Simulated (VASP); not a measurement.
# GaN (P6_3mc) in VASP: single point with LDA

Aim: the single point of GaN with LDA.

All numbers are computed with VASP 6.6.1; they aren't measurements. Logs are shortened: lines on timing, memory, paths and dates and some standing lists are left out, and cuts for length are marked.

## Step 1: The cell of the first run

It takes space group P6_3mc (No. 186, hexagonal). Conventional cell: a = 3.189 Å, b = 3.189 Å, c = 5.216 Å, α = 90.00°, β = 90.00°, γ = 120.00°. Within 2.6 Å of Ga (site symmetry 3m) lie 4 N at 1.95 to 1.96 Å. Within 2.6 Å of N (site symmetry 3m) lie 4 Ga at 1.95 to 1.96 Å.

## Step 2: Single point, LDA

Contents of INCAR:

```
SYSTEM = GaN
PREC = Accurate
ENCUT = 1330
EDIFF = 1E-6
ISMEAR = 0
SIGMA = 0.05
LREAL = .FALSE.
LASPH = .TRUE.
NELM = 120
ALGO = Normal
ISIF = 2
LWAVE = .FALSE.
LCHARG = .FALSE.
NBANDS = 26
GGA_COMPAT = .FALSE.
```

Contents of KPOINTS:

```
regular mesh
0
G
  8 8 5
  0 0 0
```

Contents of POSCAR:

```
GaN
1.0
    3.1889999985      0.0000000000      0.0000000000
   -1.5944999992      2.7617550113      0.0000000000
    0.0000000000      0.0000000000      5.2161100000
Ga N
2 2
Direct
    0.3333333333      0.6666666667      0.0004671136
    0.6666666667      0.3333333333      0.5004671136
    0.3333333333      0.6666666667      0.3765328864
    0.6666666667      0.3333333333      0.8765328864
```

Potentials or basis: VASP PAW LDA potentials, release 64 (Ga_d, N_h).

The run is started by

```bash
$ cat potpaw_LDA.64/Ga_d/POTCAR potpaw_LDA.64/N_h/POTCAR > POTCAR
$ mpirun -np 1 vasp_std > vasp.out
```

OUTCAR:

```text
SYSTEM = GaN
   PREC = Accurate
   ENCUT = 1330
   EDIFF = 1E-6
   ISMEAR = 0
   LREAL = .FALSE.
   LASPH = .TRUE.
   NELM = 120
   ISIF = 2

 ion  position               nearest neighbor table
   1  0.333  0.667  0.000-   4 1.95   4 1.95   4 1.95   3 1.96
   2  0.667  0.333  0.500-   3 1.95   3 1.95   3 1.95   4 1.96
   3  0.333  0.667  0.377-   2 1.95   2 1.95   2 1.95   1 1.96
   4  0.667  0.333  0.877-   1 1.95   1 1.95   1 1.95   2 1.96

  LATTYP: Found a hexagonal cell.
 ALAT       =     3.1889999985
 C/A-ratio  =     1.6356569465

  Lattice vectors:

 A1 = (   3.1889999985,   0.0000000000,   0.0000000000)
 A2 = (  -1.5944999992,   2.7617550113,   0.0000000000)
 A3 = (   0.0000000000,   0.0000000000,   5.2161100000)

Analysis of symmetry for initial positions (statically):
=====================================================================
 Subroutine PRICEL returns:
 Original cell was already a primitive cell.

 Routine SETGRP: Setting up the symmetry group for a
 hexagonal supercell.

 Subroutine GETGRP returns: Found 12 space group operations
 (whereof  6 operations were pure point group operations)
 out of a pool of 24 trial point group operations.

The static configuration has the point symmetry C_3v.
 The point group associated with its full space group is C_6v.

Analysis of symmetry for dynamics (positions and initial velocities):
=====================================================================
 Subroutine PRICEL returns:
 Original cell was already a primitive cell.

 Routine SETGRP: Setting up the symmetry group for a
 hexagonal supercell.

 Subroutine GETGRP returns: Found 12 space group operations
 (whereof  6 operations were pure point group operations)
 out of a pool of 24 trial point group operations.

The dynamic configuration has the point symmetry C_3v.
 The point group associated with its full space group is C_6v.

 Subroutine INISYM returns: Found 12 space group operations
 (whereof  6 operations are pure point group operations),
 and found     1 'primitive' translations

----------------------------------------------------------------------------------------

                                     Primitive cell

  volume of cell :      45.9395

  direct lattice vectors                    reciprocal lattice vectors
     3.188999998  0.000000000  0.000000000     0.313577924  0.181044299  0.000000000
    -1.594499999  2.761755011  0.000000000     0.000000000  0.362088598  0.000000000
     0.000000000  0.000000000  5.216110000     0.000000000  0.000000000  0.191713748

  length of vectors
     3.188999998  3.188999998  5.216110000     0.362088598  0.362088598  0.191713748

  position of ions in fractional coordinates (direct lattice)
     0.333333333  0.666666667  0.000467114
     0.666666667  0.333333333  0.500467114
     0.333333333  0.666666667  0.376532886
     0.666666667  0.333333333  0.876532886

  ion indices of the primitive-cell ions
   primitive index   ion index
                 1           1
                 2           2
                 3           3
                 4           4

----------------------------------------------------------------------------------------

 KPOINTS: regular mesh

Automatic generation of k-mesh.
 Grid dimensions read from file:
 generate k-points for:    8    8    5

 Generating k-lattice:

  Cartesian coordinates                     Fractional coordinates (reciprocal lattice)
     0.039197241  0.022630537  0.000000000     0.125000000  0.000000000  0.000000000
     0.000000000  0.045261075  0.000000000     0.000000000  0.125000000  0.000000000
     0.000000000  0.000000000  0.038342750     0.000000000  0.000000000  0.200000000

  Length of vectors
     0.045261075  0.045261075  0.038342750

  Shift w.r.t. Gamma in fractional coordinates (k-lattice)
     0.000000000  0.000000000  0.000000000

 Subroutine IBZKPT returns following result:
 ===========================================

 Found     30 irreducible k-points:

 Following reciprocal coordinates:
            Coordinates               Weight
  0.000000  0.000000  0.000000      1.000000
  0.125000  0.000000  0.000000      6.000000
  0.250000  0.000000  0.000000      6.000000
  0.375000  0.000000  0.000000      6.000000
  0.500000  0.000000  0.000000      3.000000
  0.125000  0.125000  0.000000      6.000000
[... 16 lines left out ...]
  0.250000  0.000000  0.400000     12.000000
  0.375000  0.000000  0.400000     12.000000
 [... further k-points ...]
   k-points           NKPTS =     30   k-points in BZ     NKDIM =     30   number of bands    NBANDS=     26
   number of dos      NEDOS =    301   number of ions     NIONS =      4
   total plane-waves  NPLWV = 102400
   dimension x,y,z NGX =    40 NGY =   40 NGZ =   64
   dimension x,y,z NGXF=    80 NGYF=   80 NGZF=  128
   ions per type =               2   2
   NGX,Y,Z   is equivalent  to a cutoff of  20.85, 20.85, 20.40 a.u.
   NGXF,Y,Z  is equivalent  to a cutoff of  41.70, 41.70, 40.80 a.u.
 SYSTEM =  GaN
   PREC   = accura    normal or accurate (medium, high low for compatibility)
   ISTART =      0    job   : 0-new  1-cont  2-samecut
   ICHARG =      2    charge: 1-file 2-atom 10-const
   ISPIN  =      1    spin polarized calculation?
   LNONCOLLINEAR =      F non collinear calculations
   LSORBIT =      F    spin-orbit coupling
   LASPH  =      T    aspherical Exc in radial PAW
   ENCUT  = 1330.0 eV  97.75 Ry    9.89 a.u.   9.48  9.48 15.51*2*pi/ulx,y,z
   NELM   =    120;   NELMIN=  2; NELMDL= -5     # of ELM steps
   EDIFF  = 0.1E-05   stopping-criterion for ELM
   LREAL  =      F    real-space projection
   EDIFFG = 0.1E-04   stopping-criterion for IOM
   NSW    =      0    number of steps for IOM
   IBRION =     -1    ionic relax: 0-MD 1-quasi-New 2-CG
   NFREE  =      0    steps in history (QN), initial steepest desc. (CG)
   ISIF   =      2    stress and relaxation
   ISYM   =      2    0-nonsym 1-usesym 2-fastsym
   POTIM  = 0.5000    time-step for ionic-motion
   TEBEG  =    0.0;   TEEND  =   0.0 temperature during run
   PSTRESS=    0.0 pullay stress
   NELECT =      36.0000    total number of electrons
   NUPDOWN=      -1.0000    fix difference up-down
   EMIN   =  10.00;   EMAX   =-10.00  energy-range for DOS
   EFERMI =   0.00;   METHOD = LEGACY
   ISMEAR =     0;   SIGMA  =   0.05  broadening in eV -4-tet -1-fermi 0-gaus
   EFERMI_NEDOS =   21; number of points for ismear=-14 and -15
   IALGO  =     38    algorithm
   IMIX   =      4    mixing-type and parameters
     AMIX     =   0.40;   BMIX     =  1.00
     AMIX_MAG =   1.60;   BMIX_MAG =  1.00
  volume/ion in A,a.u.               =      11.48        77.50
  Fermi-wavevector in a.u.,A,eV,Ry     =   1.509316  2.852194 30.994548  2.278035
  Thomas-Fermi vector in A             =   2.619654
   LORBIT       =      0    0 simple, 1 ext, 2 COOP (PROOUT), +10 PAW based schemes
   GGA     = CA    functional components
   LHFCALC =     F    Hartree Fock is set to
   AEXX    =    0.0000 exact exchange contribution
   IVDW    =     0    specifies the selected vdW correction
   LEPSILON=     F    determine dielectric tensor
   LRPA    =     F    only Hartree local field effects (RPA)
 non-spin polarized calculation
 Gauss-broadening in eV      SIGMA  =   0.05
  energy-cutoff  :     1330.00
  volume of cell :       45.94
 maximum number of plane-waves:      5119
 NGX is ok and might be reduce to    40
   NGX = 19   NGY = 19   NGZ = 31

 number of electron      36.0000002 magnetization

 Free energy of the ion-electron system (eV)
  ---------------------------------------------------
  ext. energy  EPLUGINS =         0.00000000
  ---------------------------------------------------
  free energy    TOTEN  =       -27.88752250 eV

  energy without entropy =      -27.88752250  energy(sigma->0) =      -27.88752250

 E-fermi :   5.5965     XC(G=0): -12.1071

 val. band max:        5.3213758865   @ k =   0.0000   0.0000   0.0000
 cond. band min:       7.1987566813   @ k =   0.0000   0.0000   0.0000
 fundamental gap:      1.8773807948
 Fermi energy:         5.5964662427

 k-point     1 :       0.0000    0.0000    0.0000
  band No.  band energies     occupation
      1     -10.4860      2.00000
      2      -9.6434      2.00000
      3      -8.2347      2.00000
      4      -8.2183      2.00000
      5      -8.2183      2.00000
      6      -8.1594      2.00000
[... 18 lines left out ...]
     25      16.8276      0.00000
     26      16.8276      0.00000

 k-point     2 :       0.1250    0.0000    0.0000
  band No.  band energies     occupation
      1     -10.3363      2.00000
      2      -9.6095      2.00000
      3      -8.2176      2.00000
      4      -8.1971      2.00000
      5      -8.1671      2.00000
      6      -8.1393      2.00000
[... 18 lines left out ...]
     25      16.3332      0.00000
     26      17.1429      0.00000

 k-point     3 :       0.2500    0.0000    0.0000
  band No.  band energies     occupation
      1      -9.9957      2.00000
      2      -9.5477      2.00000
      3      -8.1795      2.00000
      4      -8.1597      2.00000
      5      -8.0966      2.00000
      6      -8.0586      2.00000
[... 18 lines left out ...]
     25      16.5645      0.00000
     26      17.8155      0.00000

 k-point     4 :       0.3750    0.0000    0.0000
  band No.  band energies     occupation
      1      -9.7272      2.00000
      2      -9.5104      2.00000
      3      -8.1665      2.00000
      4      -8.1458      2.00000
      5      -8.0614      2.00000
      6      -8.0069      2.00000
[... 18 lines left out ...]
     25      17.0303      0.00000
     26      18.4283      0.00000
[... 496 lines left out ...]
      1      -9.9819      2.00000
      2      -9.7495      2.00000
      3      -8.1926      2.00000
      4      -8.1813      2.00000
      5      -8.1728      2.00000
      6      -8.1602      2.00000
[... 18 lines left out ...]
     25      15.7246      0.00000
     26      16.2284      0.00000

 k-point    23 :       0.2500    0.0000    0.4000
  band No.  band energies     occupation
      1      -9.7539      2.00000
      2      -9.6163      2.00000
      3      -8.1680      2.00000
      4      -8.1416      2.00000
      5      -8.1266      2.00000
      6      -8.0952      2.00000
[... 18 lines left out ...]
     25      16.4377      0.00000
     26      17.0324      0.00000

 k-point    24 :       0.3750    0.0000    0.4000
  band No.  band energies     occupation
      1      -9.5961      2.00000
      2      -9.5306      2.00000
      3      -8.1750      2.00000
      4      -8.1418      2.00000
      5      -8.0888      2.00000
      6      -8.0395      2.00000
[... 18 lines left out ...]
     25      16.7479      0.00000
     26      17.6679      0.00000

 [... further k-points ...]

------------------------ aborting loop because EDIFF is reached ----------------------------------------

  FORCE on cell =-STRESS in cart. coord.  units (eV):
  Direction    XX          YY          ZZ          XY          YZ          ZX
  --------------------------------------------------------------------------------------
  -------------------------------------------------------------------------------------
  Total       -1.5883044     -1.5883044     -1.8859692     -0.0000000      0.0000000      0.0000000
  in kB      -55.3933840    -55.3933840    -65.7746825     -0.0000000      0.0000000      0.0000000
  external PRESSURE =     -58.8538168 kB  Pullay stress =       0.0000000 kB

 VOLUME and BASIS-vectors are now :
 -----------------------------------------------------------------------------
  energy-cutoff  :     1330.00
  volume of cell :       45.94
      direct lattice vectors                 reciprocal lattice vectors
     3.188999998  0.000000000  0.000000000     0.313577924  0.181044299  0.000000000
    -1.594499999  2.761755011  0.000000000     0.000000000  0.362088598  0.000000000
     0.000000000  0.000000000  5.216110000     0.000000000  0.000000000  0.191713748

 POSITION                                       TOTAL-FORCE (eV/Angst)
 -----------------------------------------------------------------------------------
     -0.00000      1.84117      0.00244        -0.000000     -0.000000      0.001528
      1.59450      0.92059      2.61049         0.000000      0.000000      0.001528
     -0.00000      1.84117      1.96404         0.000000     -0.000000     -0.001528
      1.59450      0.92059      4.57209        -0.000000      0.000000     -0.001528
 -----------------------------------------------------------------------------------
    total drift:                               -0.000000      0.000000      0.000481

  FREE ENERGIE OF THE ION-ELECTRON SYSTEM (eV)
  ---------------------------------------------------
  free  energy   TOTEN  =       -27.8875224972 eV

  energy  without entropy=      -27.8875224972  energy(sigma->0) =      -27.88752250
```

Wall time 80 s (1 thread of Intel Xeon 6975P-C (Granite Rapids), shared host); peak memory 0.33 GiB.

Results:

* Free energy: -27.8875 eV
* Pressure: -5.9 GPa
* Band gap on the k mesh: 1.88 eV

Stress tensor (GPa, compression positive):
```
-5.54  0.00  0.00
 0.00 -5.54  0.00
 0.00  0.00 -6.58
```

Caveat: the cell stands under tension.
